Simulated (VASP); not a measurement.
# ZnO (P6_3/mmc) in VASP: further runs

ZnO is run at these levels: PBEsol; tasks: single point.

Program: VASP 6.6.1. These are calculated values, not measurements. Logs are shortened: lines on timing, memory, paths and dates and some standing lists are left out, and cuts for length are marked.

## Step 1: The cell of the first run

Symmetry: P6_3/mmc, No. 194, hexagonal system. The conventional cell has a = 3.189 Å, b = 3.189 Å, c = 7.237 Å, α = 90.00°, β = 90.00°, γ = 120.00°. Zn (site symmetry -6m2) has 3 O at 1.84 Å within 2.4 Å. Within 2.4 Å of O (site symmetry -6m2) lie 3 Zn at 1.84 Å.

## Step 2: Single point, PBEsol (strain -0.030 along x and y, +0.015 along z)

Contents of INCAR:

```
ALGO = Normal
EDIFF = 1E-6
ENCUT = 520
GGA = PS
ISIF = 2
ISMEAR = 0
LASPH = T
LCHARG = T
LELF = T
LREAL = F
LVHAR = T
LWAVE = F
NBANDS = 26
NELM = 80
PREC = Accurate
SIGMA = 0.05
```

Contents of KPOINTS:

```
k-points
0
Gamma
  9 9 4
```

Contents of POSCAR:

```
ZnO
1.0
    3.1893281439      0.0000000000      0.0000000000
   -1.5946640719      2.7620391936      0.0000000000
    0.0000000000      0.0000000000      7.2373979702
Zn O
2 2
Direct
    0.0000000000      0.0000000000      0.7500000000
    0.0000000000      0.0000000000      0.2500000000
    0.3333333333      0.6666666667      0.2500000000
    0.6666666667      0.3333333333      0.7500000000
```

Potentials or basis: VASP PAW PBE potentials, release 64 (Zn, O).

Launch:

```bash
cat potpaw_PBE.64/Zn/POTCAR potpaw_PBE.64/O/POTCAR > POTCAR
mpirun -np 1 vasp_std > vasp.out
```

OUTCAR:

```text
EDIFF = 1E-6
   ENCUT = 520
   GGA = PS
   ISIF = 2
   ISMEAR = 0
   LASPH = T
   LREAL = F
   NELM = 80
   PREC = Accurate

 ion  position               nearest neighbor table
   1  0.000  0.000  0.750-   4 1.84   4 1.84   4 1.84
   2  0.000  0.000  0.250-   3 1.84   3 1.84   3 1.84
   3  0.333  0.667  0.250-   2 1.84   2 1.84   2 1.84
   4  0.667  0.333  0.750-   1 1.84   1 1.84   1 1.84

  LATTYP: Found a hexagonal cell.
 ALAT       =     3.1893281439
 C/A-ratio  =     2.2692547282

  Lattice vectors:

 A1 = (   3.1893281439,   0.0000000000,   0.0000000000)
 A2 = (  -1.5946640719,   2.7620391936,   0.0000000000)
 A3 = (   0.0000000000,   0.0000000000,   7.2373979702)

Analysis of symmetry for initial positions (statically):
=====================================================================
 Subroutine PRICEL returns:
 Original cell was already a primitive cell.

 Routine SETGRP: Setting up the symmetry group for a
 hexagonal supercell.

 Subroutine GETGRP returns: Found 24 space group operations
 (whereof 12 operations were pure point group operations)
 out of a pool of 24 trial point group operations.

The static configuration has the point symmetry D_3d.
 The point group associated with its full space group is D_6h.

Analysis of symmetry for dynamics (positions and initial velocities):
=====================================================================
 Subroutine PRICEL returns:
 Original cell was already a primitive cell.

 Routine SETGRP: Setting up the symmetry group for a
 hexagonal supercell.

 Subroutine GETGRP returns: Found 24 space group operations
 (whereof 12 operations were pure point group operations)
 out of a pool of 24 trial point group operations.

The dynamic configuration has the point symmetry D_3d.
 The point group associated with its full space group is D_6h.

 Subroutine INISYM returns: Found 24 space group operations
 (whereof 12 operations are pure point group operations),
 and found     1 'primitive' translations

----------------------------------------------------------------------------------------

                                     Primitive cell

  volume of cell :      63.7546

  direct lattice vectors                    reciprocal lattice vectors
     3.189328144  0.000000000  0.000000000     0.313545661  0.181025672  0.000000000
    -1.594664072  2.762039194  0.000000000     0.000000000  0.362051343  0.000000000
     0.000000000  0.000000000  7.237397970     0.000000000  0.000000000  0.138171205

  length of vectors
     3.189328144  3.189328144  7.237397970     0.362051343  0.362051343  0.138171205

  position of ions in fractional coordinates (direct lattice)
     0.000000000  0.000000000  0.750000000
     0.000000000  0.000000000  0.250000000
     0.333333333  0.666666667  0.250000000
     0.666666667  0.333333333  0.750000000

  ion indices of the primitive-cell ions
   primitive index   ion index
                 1           1
                 2           2
                 3           3
                 4           4

----------------------------------------------------------------------------------------

 KPOINTS: k-points

Automatic generation of k-mesh.
 Grid dimensions read from file:
 generate k-points for:    9    9    4

 Generating k-lattice:

  Cartesian coordinates                     Fractional coordinates (reciprocal lattice)
     0.034838407  0.020113964  0.000000000     0.111111111  0.000000000  0.000000000
     0.000000000  0.040227927  0.000000000     0.000000000  0.111111111  0.000000000
     0.000000000  0.000000000  0.034542801     0.000000000  0.000000000  0.250000000

  Length of vectors
     0.040227927  0.040227927  0.034542801

  Shift w.r.t. Gamma in fractional coordinates (k-lattice)
     0.000000000  0.000000000  0.000000000

 Subroutine IBZKPT returns following result:
 ===========================================

 Found     36 irreducible k-points:

 Following reciprocal coordinates:
            Coordinates               Weight
  0.000000  0.000000  0.000000      1.000000
  0.111111  0.000000  0.000000      6.000000
  0.222222  0.000000  0.000000      6.000000
  0.333333  0.000000  0.000000      6.000000
  0.444444  0.000000  0.000000      6.000000
  0.111111  0.111111  0.000000      6.000000
[... 16 lines left out ...]
  0.333333  0.222222  0.250000     24.000000
  0.333333  0.333333  0.250000      4.000000
 [... further k-points ...]
   k-points           NKPTS =     36   k-points in BZ     NKDIM =     36   number of bands    NBANDS=     26
   number of dos      NEDOS =    301   number of ions     NIONS =      4
   total plane-waves  NPLWV =  31104
   dimension x,y,z NGX =    24 NGY =   24 NGZ =   54
   dimension x,y,z NGXF=    48 NGYF=   48 NGZF=  108
   ions per type =               2   2
   NGX,Y,Z   is equivalent  to a cutoff of  12.51, 12.51, 12.40 a.u.
   NGXF,Y,Z  is equivalent  to a cutoff of  25.02, 25.02, 24.81 a.u.
 SYSTEM =  unknown system
   PREC   = accura    normal or accurate (medium, high low for compatibility)
   ISTART =      0    job   : 0-new  1-cont  2-samecut
   ICHARG =      2    charge: 1-file 2-atom 10-const
   ISPIN  =      1    spin polarized calculation?
   LNONCOLLINEAR =      F non collinear calculations
   LSORBIT =      F    spin-orbit coupling
   LASPH  =      T    aspherical Exc in radial PAW
   ENCUT  =  520.0 eV  38.22 Ry    6.18 a.u.   5.93  5.93 13.46*2*pi/ulx,y,z
   NELM   =     80;   NELMIN=  2; NELMDL= -5     # of ELM steps
   EDIFF  = 0.1E-05   stopping-criterion for ELM
   LREAL  =      F    real-space projection
   EDIFFG = 0.1E-04   stopping-criterion for IOM
   NSW    =      0    number of steps for IOM
   IBRION =     -1    ionic relax: 0-MD 1-quasi-New 2-CG
   NFREE  =      0    steps in history (QN), initial steepest desc. (CG)
   ISIF   =      2    stress and relaxation
   ISYM   =      2    0-nonsym 1-usesym 2-fastsym
   POTIM  = 0.5000    time-step for ionic-motion
   TEBEG  =    0.0;   TEEND  =   0.0 temperature during run
   PSTRESS=    0.0 pullay stress
   NELECT =      36.0000    total number of electrons
   NUPDOWN=      -1.0000    fix difference up-down
   EMIN   =  10.00;   EMAX   =-10.00  energy-range for DOS
   EFERMI =   0.00;   METHOD = LEGACY
   ISMEAR =     0;   SIGMA  =   0.05  broadening in eV -4-tet -1-fermi 0-gaus
   EFERMI_NEDOS =   21; number of points for ismear=-14 and -15
   IALGO  =     38    algorithm
   IMIX   =      4    mixing-type and parameters
     AMIX     =   0.40;   BMIX     =  1.00
     AMIX_MAG =   1.60;   BMIX_MAG =  1.00
  volume/ion in A,a.u.               =      15.94       107.56
  Fermi-wavevector in a.u.,A,eV,Ry     =   1.353127  2.557039 24.911617  1.830952
  Thomas-Fermi vector in A             =   2.480408
   LORBIT       =      0    0 simple, 1 ext, 2 COOP (PROOUT), +10 PAW based schemes
   GGA     = PS    functional components
   LHFCALC =     F    Hartree Fock is set to
   AEXX    =    0.0000 exact exchange contribution
   IVDW    =     0    specifies the selected vdW correction
   LEPSILON=     F    determine dielectric tensor
   LRPA    =     F    only Hartree local field effects (RPA)
 non-spin polarized calculation
 Gauss-broadening in eV      SIGMA  =   0.05
  energy-cutoff  :      520.00
  volume of cell :       63.75
 maximum number of plane-waves:      1734
 NGX is ok and might be reduce to    24
   NGX = 11   NGY = 11   NGZ = 27

 number of electron      35.9999986 magnetization

 Free energy of the ion-electron system (eV)
  ---------------------------------------------------
  ext. energy  EPLUGINS =         0.00000000
  ---------------------------------------------------
  free energy    TOTEN  =       -18.23497052 eV

  energy without entropy =      -18.23497052  energy(sigma->0) =      -18.23497052

 E-fermi :  -0.1085     XC(G=0):  -9.3216

 val. band max:       -0.3758709692   @ k =   0.0000   0.0000   0.0000
 cond. band min:       0.4076491756   @ k =   0.0000   0.0000   0.0000
 fundamental gap:      0.7835201448
 Fermi energy:        -0.1084697183

 k-point     1 :       0.0000    0.0000    0.0000
  band No.  band energies     occupation
      1     -18.4984      2.00000
      2     -18.4232      2.00000
      3      -7.0733      2.00000
      4      -7.0733      2.00000
      5      -7.0614      2.00000
      6      -7.0614      2.00000
[... 18 lines left out ...]
     25      12.8806      0.00000
     26      13.5770      0.00000

 k-point     2 :       0.1111    0.0000    0.0000
  band No.  band energies     occupation
      1     -18.4304      2.00000
      2     -18.3595      2.00000
      3      -7.1057      2.00000
      4      -7.0974      2.00000
      5      -6.9789      2.00000
      6      -6.9666      2.00000
[... 18 lines left out ...]
     25      12.5876      0.00000
     26      13.1335      0.00000

 k-point     3 :       0.2222    0.0000    0.0000
  band No.  band energies     occupation
      1     -18.2540      2.00000
      2     -18.1951      2.00000
      3      -7.1450      2.00000
      4      -7.1415      2.00000
      5      -6.7145      2.00000
      6      -6.7016      2.00000
[... 18 lines left out ...]
     25      11.4584      0.00000
     26      13.2163      0.00000

 k-point     4 :       0.3333    0.0000    0.0000
  band No.  band energies     occupation
      1     -18.0443      2.00000
      2     -18.0039      2.00000
      3      -7.0872      2.00000
      4      -7.0806      2.00000
      5      -6.3495      2.00000
      6      -6.3373      2.00000
[... 18 lines left out ...]
     25      11.5506      0.00000
     26      12.4090      0.00000
[... 496 lines left out ...]
      1     -17.9477      2.00000
      2     -17.9257      2.00000
      3      -6.9571      2.00000
      4      -6.9477      2.00000
      5      -6.1120      2.00000
      6      -6.1069      2.00000
[... 18 lines left out ...]
     25      10.4724      0.00000
     26      11.7907      0.00000

 k-point    23 :       0.3333    0.2222    0.2500
  band No.  band energies     occupation
      1     -17.8396      2.00000
      2     -17.8297      2.00000
      3      -6.7245      2.00000
      4      -6.7166      2.00000
      5      -6.0199      2.00000
      6      -5.9486      2.00000
[... 18 lines left out ...]
     25       9.8154      0.00000
     26      10.5782      0.00000

 k-point    24 :       0.3333    0.3333    0.2500
  band No.  band energies     occupation
      1     -17.8002      2.00000
      2     -17.8002      2.00000
      3      -6.5790      2.00000
      4      -6.5685      2.00000
      5      -5.9843      2.00000
      6      -5.9843      2.00000
[... 18 lines left out ...]
     25       9.2141      0.00000
     26       9.7256      0.00000

 [... further k-points ...]
[... 5 lines left out ...]
  --------------------------------------------------------------------------------------
  -------------------------------------------------------------------------------------
  Total        3.3180863      3.3180863     -0.3280553      0.0000000     -0.0000000      0.0000000
  in kB       83.3847752     83.3847752     -8.2441542      0.0000000     -0.0000000      0.0000000
  external PRESSURE =      52.8417987 kB  Pullay stress =       0.0000000 kB

 VOLUME and BASIS-vectors are now :
 -----------------------------------------------------------------------------
  energy-cutoff  :      520.00
  volume of cell :       63.75
      direct lattice vectors                 reciprocal lattice vectors
     3.189328144  0.000000000  0.000000000     0.313545661  0.181025672  0.000000000
    -1.594664072  2.762039194  0.000000000     0.000000000  0.362051343  0.000000000
     0.000000000  0.000000000  7.237397970     0.000000000  0.000000000  0.138171205

 POSITION                                       TOTAL-FORCE (eV/Angst)
 -----------------------------------------------------------------------------------
      0.00000      0.00000      5.42805        -0.000000     -0.000000     -0.000000
      0.00000      0.00000      1.80935        -0.000000      0.000000      0.000000
     -0.00000      1.84136      1.80935        -0.000000     -0.000000      0.000000
      1.59466      0.92068      5.42805         0.000000      0.000000     -0.000000
 -----------------------------------------------------------------------------------
    total drift:                               -0.000000      0.000000      0.000000

  FREE ENERGIE OF THE ION-ELECTRON SYSTEM (eV)
  ---------------------------------------------------
  free  energy   TOTEN  =       -18.2349705210 eV

  energy  without entropy=      -18.2349705210  energy(sigma->0) =      -18.23497052
```

It took 49 s on 1 thread of Intel Xeon Platinum 8488C (Sapphire Rapids), shared host; peak memory 0.2 GiB.

What came out:

- Free energy: -18.2350 eV
- Pressure: 5.3 GPa
- Band gap on the k mesh: 0.78 eV

Levels at points of the mesh, in eV from the valence-band top:
| k point | band 15 | band 16 | band 17 | band 18 | band 19 | band 20 | band 21 | band 22 |
| --- | --- | --- | --- | --- | --- | --- | --- | --- |
| (0.00, 0.00, 0.00) | -0.01 | -0.01 | 0.00 | 0.00 | 0.78 | 3.39 | 4.87 | 10.53 |
| (0.00, 0.00, 0.50) | 0.00 | 0.00 | 0.00 | 0.00 | 1.87 | 1.87 | 6.99 | 6.99 |

Caveat: the cell differs from its parent crystal (strain -0.030 along x and y, +0.015 along z); the cell stands under pressure; the PAW data sets were made with another functional, which shifts forces and pressure a little; an odd mesh through Γ misses points on the zone boundary, where band edges can lie.

(Continued in part 2 of 2.)
